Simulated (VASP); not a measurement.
Write the native input for VASP 6.6.1 that does the following.

| Quantity | Value |
| --- | --- |
| Task | density of states |
| Functional | PBE |
| Potentials or basis | VASP PAW PBE potentials, release 64 (Zr_sv, O, F) |
| Cutoff | 520 eV |
| k mesh | 12 × 12 × 12 |
| Occupations | gaussian, width 0.1 eV |
| Spin | no spin polarisation |
| Dipole correction | no |
| k mesh for the DOS | 18 × 18 × 18 |
| Occupations for the DOS | tetrahedron |
| Further INCAR settings | ALGO = Normal; EDIFF = 1e-07 |

Crystal: ZrOF2.

```xyz
4
Lattice="3.9905 0.0000 0.0000 0.0000 3.9905 0.0000 0.0000 0.0000 3.7806" Properties=species:S:1:pos:R:3 pbc="T T T"
Zr    1.9952    1.9952    1.8903
O     0.0000    0.0000    0.0000
F     1.9952    0.0000    1.8903
F     0.0000    1.9952    1.8903
```

The input as run:

POSCAR

```
ZrOF2
1.0
    3.9904922615      0.0000000000      0.0000000000
    0.0000000000      3.9904922615      0.0000000000
    0.0000000000      0.0000000000      3.7806184685
Zr O F
1 1 2
Direct
    0.5000000000      0.5000000000      0.5000000000
    0.0000000000      0.0000000000      0.0000000000
    0.5000000000      0.0000000000      0.5000000000
    0.0000000000      0.5000000000      0.5000000000
```

INCAR.step1

```
SYSTEM = ZrOF2
PREC     = Accurate       ! precision mode
ENCUT    = 520            ! plane-wave cutoff, eV
EDIFF    = 1E-7           ! SCF threshold, eV
ISMEAR   = 0              ! smearing method
SIGMA    = 0.1            ! smearing width, eV
LREAL    = .FALSE.        ! projectors in reciprocal space
LASPH    = .TRUE.         ! aspherical terms in the spheres
NELM     = 100            ! most SCF steps
ALGO     = Normal         ! electronic algorithm
ISIF     = 2              ! what is computed and relaxed
LWAVE    = .FALSE.        ! write WAVECAR
LCHARG   = .TRUE.         ! write CHGCAR
LMAXMIX  = 4              ! l up to which the mixer works
GGA      = PE             ! functional
NBANDS   = 24             ! bands
```

KPOINTS.step1

```
regular mesh
0
G
  12 12 12
  0 0 0
```

INCAR.step2

```
SYSTEM = ZrOF2
PREC     = Accurate       ! precision mode
ENCUT    = 520            ! plane-wave cutoff, eV
EDIFF    = 1E-7           ! SCF threshold, eV
ISMEAR   = -5             ! smearing method
SIGMA    = 0.1            ! smearing width, eV
LREAL    = .FALSE.        ! projectors in reciprocal space
LASPH    = .TRUE.         ! aspherical terms in the spheres
NELM     = 100            ! most SCF steps
ALGO     = Normal         ! electronic algorithm
ISIF     = 2              ! what is computed and relaxed
LWAVE    = .FALSE.        ! write WAVECAR
LCHARG   = .FALSE.        ! write CHGCAR
LMAXMIX  = 4              ! l up to which the mixer works
GGA      = PE             ! functional
LORBIT   = 11             ! projections on sites
NEDOS    = 1001           ! points of the DOS
ICHARG   = 11             ! starting density
```

KPOINTS.step2

```
regular mesh
0
G
  18 18 18
  0 0 0
```

Potentials or basis: VASP PAW PBE potentials, release 64 (Zr_sv, O, F).

Command:

```sh
$ cat potpaw_PBE.64/Zr_sv/POTCAR potpaw_PBE.64/O/POTCAR potpaw_PBE.64/F/POTCAR > POTCAR
$ cp INCAR.step1 INCAR
$ cp KPOINTS.step1 KPOINTS
$ mpirun -np 1 vasp_std > vasp.out
$ cp INCAR.step2 INCAR
$ cp KPOINTS.step2 KPOINTS
$ mpirun -np 1 vasp_std > vasp.out
```

It gave:

```yaml
Valence_electrons_inside_the_program's_atomic_spheres: Zr 9.46; O 4.76; F 6.15
```

It took 8.7 min on 1 thread of Oxide Virtual Turin-like Processor (shared host), peak memory 0.67 GiB.
